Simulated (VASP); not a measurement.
# Al30Si (a cell with a defect) in VASP: single point with PBEsol

Aim: the single point of Al30Si (a cell with a defect) with PBEsol.

Everything below comes from runs of VASP 6.6.1. Logs are shortened: lines on timing, memory, paths and dates and some standing lists are left out, and cuts for length are marked.

### Step 1. The cell of the first run

The cell holds a defect, 31 atoms: a = 8.100 Å, b = 8.100 Å, c = 8.100 Å, α = 90.00°, β = 90.00°, γ = 90.00°.

### Step 2. Single point, PBEsol

Input file INCAR:

```
PREC     = Accurate       # precision mode
ENCUT    = 520            # plane-wave cutoff, eV
EDIFF    = 1E-6           # SCF threshold, eV
ISMEAR   = 0              # smearing method
SIGMA    = 0.1            # smearing width, eV
LREAL    = Auto         
LASPH    = T              # aspherical terms in the spheres
NELM     = 100            # most SCF steps
ALGO     = Normal         # electronic algorithm
ISIF     = 2              # what is computed and relaxed
LWAVE    = F              # write WAVECAR
LCHARG   = F              # write CHGCAR
GGA      = PS             # functional
NBANDS   = 68             # bands
```

Input file KPOINTS:

```
regular mesh
0
Gamma
  3 3 3
```

Input file POSCAR:

```
Al30Si
1.0
    8.1000000000      0.0000000000      0.0000000000
    0.0000000000      8.1000000000      0.0000000000
    0.0000000000      0.0000000000      8.1000000000
Al Si
30 1
Direct
    0.5020639506      0.0005716049      0.0022881481
    0.7481719753      0.2500839506      0.0019916049
    0.7490137037      0.0038213580      0.2495497531
   -0.0002311111      0.0007971605      0.0017629630
    0.2562441975      0.2501027160      0.0067167901
    0.5021212346      0.4996682716      0.0021937037
    0.7496148148      0.7500906173      0.0013825926
    0.2496953086     -0.0107106173      0.2447713580
    0.7489869136      0.4962988889      0.2495453086
    0.5025864198     -0.0007634568      0.4989181481
    0.7502539506      0.2501003704      0.4984444444
    0.7486548148     -0.0014324691      0.7508117284
   -0.0002480247      0.4993727160      0.0017537037
    0.2486170370      0.7501229630     -0.0083190123
    0.0079082716      0.2500555556      0.2574348148
    0.2497855556      0.5109002469      0.2446812346
    0.5031496296      0.7500997531      0.2495181481
    0.0047625926      0.0028143210      0.5033529630
    0.5025703704      0.5009949383      0.4989479012
    0.7536708642      0.7500535802      0.5020297531
    0.2486609877      0.0058637037      0.7460496296
    0.4952932099      0.2500976543      0.7453370370
    0.7487037037      0.5016143210      0.7507707407
   -0.0057951852      0.7500296296      0.2502191358
    0.0048838272      0.4972727160      0.5032977778
    0.2501227160      0.7501044444      0.5023971605
    0.0020249383      0.2500867901      0.7494419753
    0.2486581481      0.4943634568      0.7460783951
    0.5005469136      0.7501474074      0.7519144444
   -0.0012525926      0.7500790123      0.7515239506
    0.3014238272      0.2501550617      0.4306875309
```

Potentials or basis: VASP PAW PBE potentials, release 64 (Al, Si).

On the command line:

```bash
> cat potpaw_PBE.64/Al/POTCAR potpaw_PBE.64/Si/POTCAR > POTCAR
> mpirun -np 1 vasp_std > vasp.out
```

OUTCAR:

```text
PREC = Accurate
   ENCUT = 520
   EDIFF = 1E-6
   ISMEAR = 0
   LREAL = Auto
   LASPH = T
   NELM = 100
   ISIF = 2
   GGA = PS

 ion  position               nearest neighbor table
   1  0.502  0.001  0.002-   3 2.83   8 2.84   5 2.84   2 2.84  17 2.85   7 2.85  12 2.85  29 2.87
                            14 2.89  22 2.90  21 2.92
   2  0.748  0.250  0.002-   9 2.83   3 2.83   1 2.84   6 2.84  13 2.87   4 2.87  12 2.88  23 2.88
                            27 2.90  22 2.92  15 2.95
   3  0.749  0.004  0.250-   2 2.83   1 2.83  11 2.84  10 2.84   4 2.86  24 2.86  17 2.86   7 2.87
                            15 2.89  20 2.90  18 2.92
   4  1.000  0.001  0.002-   8 2.83   3 2.86  24 2.86  14 2.86   7 2.87   2 2.87  30 2.87  27 2.87
                            12 2.88  21 2.89  15 2.89   5 2.90
   5  0.256  0.250  0.007-   1 2.84   6 2.84  15 2.86  16 2.86   8 2.86  22 2.87  28 2.89  21 2.89
                            13 2.90   4 2.90  27 2.93
   6  0.502  0.500  0.002-   9 2.83  16 2.84   5 2.84   2 2.84  17 2.85   7 2.85  23 2.85  29 2.87
                            14 2.89  22 2.90  28 2.92
   7  0.750  0.750  0.001-  24 2.83  17 2.83   6 2.85   1 2.85  29 2.86  30 2.86  12 2.86  23 2.86
                            13 2.87   4 2.87   3 2.87   9 2.88
   8  0.250  0.989  0.245-  31 2.63  14 2.82  17 2.82   4 2.83  24 2.84   1 2.84  26 2.85   5 2.86
                            15 2.88  18 2.89  10 2.91
   9  0.749  0.496  0.250-   2 2.83   6 2.83  11 2.84  19 2.84  13 2.86  24 2.86  17 2.86   7 2.88
[... 30 lines left out ...]
                            25 2.90  18 2.90  26 2.91  14 2.94
  25  0.005  0.497  0.503-  28 2.79  15 2.82  27 2.83  26 2.85  30 2.87  11 2.87  23 2.89  20 2.89
                            16 2.89  24 2.90   9 2.92  31 3.18
  26  0.250  0.750  0.502-   8 2.85  16 2.85  18 2.85  25 2.85  21 2.86  28 2.86  29 2.86  30 2.87
                            19 2.87  10 2.87  17 2.90  24 2.91
  27  0.002  0.250  0.749-  21 2.81  28 2.81  25 2.83  18 2.83  13 2.87   4 2.87  11 2.88  23 2.89
                            12 2.89   2 2.90   5 2.93
  28  0.249  0.494  0.746-  25 2.79  22 2.81  27 2.81  26 2.86  19 2.87  14 2.87  13 2.89   5 2.89
                            30 2.90  29 2.91   6 2.92
  29  0.501  0.750  0.752-  14 2.82  12 2.84  23 2.84   7 2.86  26 2.86   6 2.87   1 2.87  10 2.88
                            19 2.88  20 2.88  21 2.91  28 2.91
  30  0.999  0.750  0.752-  14 2.81  20 2.83  23 2.86  12 2.86   7 2.86  26 2.87  13 2.87   4 2.87
                            18 2.87  25 2.87  28 2.90  21 2.90
  31  0.301  0.250  0.431-  16 2.63   8 2.63  19 2.66  10 2.66  15 2.76  22 2.99  25 3.18  18 3.18

  LATTYP: Found a simple cubic cell.
 ALAT       =     8.1000000000

  Lattice vectors:

 A1 = (   8.1000000000,   0.0000000000,   0.0000000000)
 A2 = (   0.0000000000,   8.1000000000,   0.0000000000)
 A3 = (   0.0000000000,   0.0000000000,   8.1000000000)

Analysis of symmetry for initial positions (statically):
=====================================================================
 Subroutine PRICEL returns:
 Original cell was already a primitive cell.

 Routine SETGRP: Setting up the symmetry group for a
 simple cubic supercell.

 Subroutine GETGRP returns: Found  1 space group operations
 (whereof  1 operations were pure point group operations)
 out of a pool of 48 trial point group operations.

The static configuration has the point symmetry C_1 .

Analysis of symmetry for dynamics (positions and initial velocities):
=====================================================================
 Subroutine PRICEL returns:
 Original cell was already a primitive cell.

 Routine SETGRP: Setting up the symmetry group for a
 simple cubic supercell.

 Subroutine GETGRP returns: Found  1 space group operations
 (whereof  1 operations were pure point group operations)
 out of a pool of 48 trial point group operations.

The dynamic configuration has the point symmetry C_1 .

 Subroutine INISYM returns: Found  1 space group operations
 (whereof  1 operations are pure point group operations),
 and found     1 'primitive' translations

----------------------------------------------------------------------------------------

                                     Primitive cell

  volume of cell :     531.4410

  direct lattice vectors                    reciprocal lattice vectors
     8.100000000  0.000000000  0.000000000     0.123456790  0.000000000  0.000000000
     0.000000000  8.100000000  0.000000000     0.000000000  0.123456790  0.000000000
     0.000000000  0.000000000  8.100000000     0.000000000  0.000000000  0.123456790

[... 83 lines left out ...]
     0.000000000  0.000000000  0.041152263     0.000000000  0.000000000  0.333333333

  Length of vectors
     0.041152263  0.041152263  0.041152263

  Shift w.r.t. Gamma in fractional coordinates (k-lattice)
     0.000000000  0.000000000  0.000000000

 Subroutine IBZKPT returns following result:
 ===========================================

 Found     14 irreducible k-points:

 Following reciprocal coordinates:
            Coordinates               Weight
  0.000000  0.000000  0.000000      1.000000
  0.333333  0.000000  0.000000      2.000000
  0.000000  0.333333  0.000000      2.000000
  0.000000  0.000000  0.333333      2.000000
  0.333333  0.333333  0.000000      2.000000
  0.000000  0.333333  0.333333      2.000000
  0.333333  0.000000  0.333333      2.000000
 -0.333333  0.333333  0.000000      2.000000
 -0.333333  0.000000  0.333333      2.000000
  0.000000 -0.333333  0.333333      2.000000
  0.333333  0.333333  0.333333      2.000000
 -0.333333  0.333333  0.333333      2.000000
 -0.333333 -0.333333  0.333333      2.000000
  0.333333 -0.333333  0.333333      2.000000
   k-points           NKPTS =     14   k-points in BZ     NKDIM =     14   number of bands    NBANDS=     68
   number of dos      NEDOS =    301   number of ions     NIONS =     31
   total plane-waves  NPLWV = 216000
   dimension x,y,z NGX =    60 NGY =   60 NGZ =   60
   dimension x,y,z NGXF=   120 NGYF=  120 NGZF=  120
   ions per type =              30   1
   NGX,Y,Z   is equivalent  to a cutoff of  12.31, 12.31, 12.31 a.u.
   NGXF,Y,Z  is equivalent  to a cutoff of  24.63, 24.63, 24.63 a.u.
 SYSTEM =  unknown system
   PREC   = accura    normal or accurate (medium, high low for compatibility)
   ISTART =      0    job   : 0-new  1-cont  2-samecut
   ICHARG =      2    charge: 1-file 2-atom 10-const
   ISPIN  =      1    spin polarized calculation?
   LNONCOLLINEAR =      F non collinear calculations
   LSORBIT =      F    spin-orbit coupling
   LASPH  =      T    aspherical Exc in radial PAW
   ENCUT  =  520.0 eV  38.22 Ry    6.18 a.u.  15.06 15.06 15.06*2*pi/ulx,y,z
   NELM   =    100;   NELMIN=  2; NELMDL= -5     # of ELM steps
   EDIFF  = 0.1E-05   stopping-criterion for ELM
   LREAL  =      T    real-space projection
   EDIFFG = 0.1E-04   stopping-criterion for IOM
   NSW    =      0    number of steps for IOM
   IBRION =     -1    ionic relax: 0-MD 1-quasi-New 2-CG
   NFREE  =      0    steps in history (QN), initial steepest desc. (CG)
   ISIF   =      2    stress and relaxation
   ISYM   =      2    0-nonsym 1-usesym 2-fastsym
   POTIM  = 0.5000    time-step for ionic-motion
   TEBEG  =    0.0;   TEEND  =   0.0 temperature during run
   PSTRESS=    0.0 pullay stress
   NELECT =      94.0000    total number of electrons
   NUPDOWN=      -1.0000    fix difference up-down
   EMIN   =  10.00;   EMAX   =-10.00  energy-range for DOS
   EFERMI =   0.00;   METHOD = LEGACY
   ISMEAR =     0;   SIGMA  =   0.10  broadening in eV -4-tet -1-fermi 0-gaus
   EFERMI_NEDOS =   21; number of points for ismear=-14 and -15
   IALGO  =     38    algorithm
   IMIX   =      4    mixing-type and parameters
     AMIX     =   0.40;   BMIX     =  1.00
     AMIX_MAG =   1.60;   BMIX_MAG =  1.00
  volume/ion in A,a.u.               =      17.14       115.69
  Fermi-wavevector in a.u.,A,eV,Ry     =   0.918965  1.736593 11.490081  0.844497
  Thomas-Fermi vector in A             =   2.044106
   LORBIT       =      0    0 simple, 1 ext, 2 COOP (PROOUT), +10 PAW based schemes
   GGA     = PS    functional components
   LHFCALC =     F    Hartree Fock is set to
   AEXX    =    0.0000 exact exchange contribution
   IVDW    =     0    specifies the selected vdW correction
   LEPSILON=     F    determine dielectric tensor
   LRPA    =     F    only Hartree local field effects (RPA)
 non-spin polarized calculation
 Gauss-broadening in eV      SIGMA  =   0.10
  energy-cutoff  :      520.00
  volume of cell :      531.44
 maximum number of plane-waves:     14358
   NGX = 31   NGY = 31   NGZ = 31

 number of electron      94.0000000 magnetization

 Free energy of the ion-electron system (eV)
  ---------------------------------------------------
  ext. energy  EPLUGINS =         0.00000000
  ---------------------------------------------------
  free energy    TOTEN  =      -127.58460132 eV

  energy without entropy =     -127.52939041  energy(sigma->0) =     -127.55699587

 E-fermi :   7.4271     XC(G=0): -10.1085

 val. band max:        7.4061897726   @ k =  -0.3333  -0.3333   0.3333
 cond. band min:       7.4309750742   @ k =   0.3333   0.0000   0.0000
 fundamental gap:      0.0247853016
 Fermi energy:         7.4270840399

 k-point     1 :       0.0000    0.0000    0.0000
  band No.  band energies     occupation
      1      -3.4805      2.00000
      2      -1.7094      2.00000
      3      -1.2901      2.00000
      4      -1.2204      2.00000
      5      -1.2189      2.00000
      6      -1.1793      2.00000
[... 857 lines left out ...]
     58       9.3358      0.00000
     59       9.4072      0.00000
 [bands above 59 left out]

------------------------ aborting loop because EDIFF is reached ----------------------------------------

  FORCE on cell =-STRESS in cart. coord.  units (eV):
  Direction    XX          YY          ZZ          XY          YZ          ZX
  --------------------------------------------------------------------------------------
  -------------------------------------------------------------------------------------
  Total       -8.9462616     -9.1890119     -8.9490036      0.0039369     -0.0008047      0.9444729
  in kB      -26.9710043    -27.7028429    -26.9792710      0.0118690     -0.0024259      2.8473772
  external PRESSURE =     -27.2177061 kB  Pullay stress =       0.0000000 kB

 VOLUME and BASIS-vectors are now :
 -----------------------------------------------------------------------------
  energy-cutoff  :      520.00
  volume of cell :      531.44
      direct lattice vectors                 reciprocal lattice vectors
     8.100000000  0.000000000  0.000000000     0.123456790  0.000000000  0.000000000
     0.000000000  8.100000000  0.000000000     0.000000000  0.123456790  0.000000000
     0.000000000  0.000000000  8.100000000     0.000000000  0.000000000  0.123456790

 POSITION                                       TOTAL-FORCE (eV/Angst)
 -----------------------------------------------------------------------------------
      4.06672      0.00463      0.01853         0.002625      0.010052     -0.016343
      6.06019      2.02568      0.01613         0.002308     -0.000574     -0.023183
      6.06701      0.03095      2.02135         0.012875     -0.006089     -0.001681
      8.09813      0.00646      0.01428         0.013340     -0.011020     -0.007547
      2.07558      2.02583      0.05441        -0.027629     -0.000343     -0.066820
      4.06718      4.04731      0.01777         0.001580     -0.009531     -0.015588
[... 23 lines left out ...]
      8.08985      6.07564      6.08734         0.013881      0.000917     -0.014001
      2.44153      2.02626      3.48857        -0.377722     -0.002032      0.512022
 -----------------------------------------------------------------------------------
    total drift:                                0.022207      0.003303      0.045118

  FREE ENERGIE OF THE ION-ELECTRON SYSTEM (eV)
  ---------------------------------------------------
  free  energy   TOTEN  =      -127.5846013249 eV

  energy  without entropy=     -127.5293904132  energy(sigma->0) =     -127.55699587
```

It took 5.3 min on 1 thread of Intel Xeon 6975P-C (Granite Rapids), shared host; peak memory 0.64 GiB.

Results:

```
Free energy            : -127.5846 eV
Pressure               : -2.7 GPa
Largest force          : 0.636 eV/Å
Band gap on the k mesh : zero (bands 47 and 48 overlap by 0.40 eV)
```

Forces on the atoms (eV/Å):
```
Al   0.003  0.010 -0.016
Al   0.002 -0.001 -0.023
Al   0.013 -0.006 -0.002
Al   0.013 -0.011 -0.008
Al  -0.028  0.000 -0.067
Al   0.002 -0.010 -0.016
Al   0.000  0.001  0.006
Al   0.050  0.073 -0.003
Al   0.014  0.006 -0.001
Al   0.016  0.018 -0.041
Al   0.026 -0.001  0.002
Al   0.004 -0.001 -0.009
Al   0.013  0.011 -0.007
Al   0.002 -0.001  0.000
Al  -0.043  0.000 -0.060
Al   0.049 -0.073 -0.004
Al   0.012  0.001 -0.011
Al   0.026  0.023 -0.025
Al   0.016 -0.017 -0.041
Al   0.014  0.001 -0.014
Al   0.012  0.002 -0.027
Al   0.025  0.001 -0.017
Al   0.004  0.001 -0.009
Al   0.052  0.001 -0.005
Al   0.025 -0.022 -0.024
Al   0.005  0.000 -0.020
Al   0.015  0.000 -0.010
Al   0.011 -0.003 -0.028
Al   0.010 -0.001 -0.018
Al   0.014  0.001 -0.014
Si  -0.378 -0.002  0.512
```

Levels at points of the mesh, in eV from the Fermi level:
```tsv
k point	band 44	band 45	band 46	band 47	band 48	band 49	band 50	band 51
(0.00, 0.00, 0.00)	-0.33	-0.32	0.13	0.35	0.44	0.53	0.53	0.55
```

Caveat: the PAW data sets were made with another functional, which shifts forces and pressure a little.

The gap in the log of VASP goes by the Fermi energy; the results here count the filled bands.